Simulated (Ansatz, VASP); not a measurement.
Cu in VASP and in Ansatz

INCAR

```
SYSTEM = Cu
PREC     = Accurate       ! precision mode
ENCUT    = 600            ! plane-wave cutoff, eV
EDIFF    = 1E-6           ! SCF threshold, eV
ISMEAR   = 1              ! smearing method
SIGMA    = 0.15           ! smearing width, eV
LREAL    = .FALSE.        ! projectors in reciprocal space
LASPH    = .TRUE.         ! aspherical terms in the spheres
NELM     = 120            ! most SCF steps
ALGO     = Normal         ! electronic algorithm
ISIF     = 2              ! what is computed and relaxed
LWAVE    = .FALSE.        ! write WAVECAR
LCHARG   = .FALSE.        ! write CHGCAR
NBANDS   = 30             ! bands
GGA_COMPAT= .FALSE.
```

Contents of KPOINTS:

```
regular mesh
0
G
  7 7 2
  0 0 0
```

File POSCAR:

```
Cu
1.0
    2.5307600000      0.0000000000      0.0000000000
   -1.2653800000      2.1917100000      0.0000000000
    0.0000000000      0.0000000000      8.2618200000
Cu
4
Direct
    0.0156800000      0.0041500000      0.9930900000
    0.3406900000      0.7000400000      0.2437600000
    0.0175900000      0.0113400000      0.4873866193
    0.6664500000      0.3445300000      0.7447600000
```

Input for Ansatz:

```yaml
crystal:
  lattice:
    - [2.53076, 0.0, 0.0]
    - [-1.26538, 2.19171, 0.0]
    - [0.0, 0.0, 8.26182]
  atoms:
    - { symbol: Cu, position: [0.01568, 0.00415, 0.99309] }
    - { symbol: Cu, position: [0.34069, 0.70004, 0.24376] }
    - { symbol: Cu, position: [0.01759, 0.01134, 0.48738661929211724] }
    - { symbol: Cu, position: [0.66645, 0.34453, 0.74476] }
basis:
  ecutwfc: 540.0
  xc_grid: 2
kpoints:
  mp_grid:
    grid: [7, 7, 2]
hamiltonian:
  xc: lda
scf:
  convergence:
    dr2_threshold: 1.0e-09
  occupations:
    method: cold
    width: 0.15
output:
  forces: true
  stress: true
```

Alike in both runs: task single point; functional LDA; k mesh 7 × 7 × 2; no spin polarisation.

|  | VASP | Ansatz |
| --- | --- | --- |
| version | VASP 6.6.1 | Ansatz 0.2.0 |
| potentials or method | VASP PAW LDA potentials, release 64 (Cu), cutoff 600 eV | plane waves, PAW |
| occupations | methfessel-paxton of order 1, width 0.15 eV | cold, width 0.15 eV |
| valence electrons in the cell | 44 | 76 |

|  | VASP | Ansatz | Ansatz less VASP |
| --- | --- | --- | --- |
| pressure (GPa) | -7.4 | -8.6 | -1.13 |
| traceless stress, the component that is largest in VASP (GPa) | 0.47 | 0.41 | -0.058 |
| rms of the force components (eV/Å) | 0.160 | 0.156 | -0.0039 |

LDA's correlation is that of Perdew and Zunger in VASP and of Perdew and Wang (1992) in Ansatz. Atom by atom the forces differ by 0.005 eV/Å (rms over components). VASP's potentials hold 44 valence electrons a cell and Ansatz's 76, so a difference there can come from the potentials and not from the codes. Ansatz's warnings: stress scf threshold loose.

The k mesh is coarse, so the values compare programs but aren't converged.
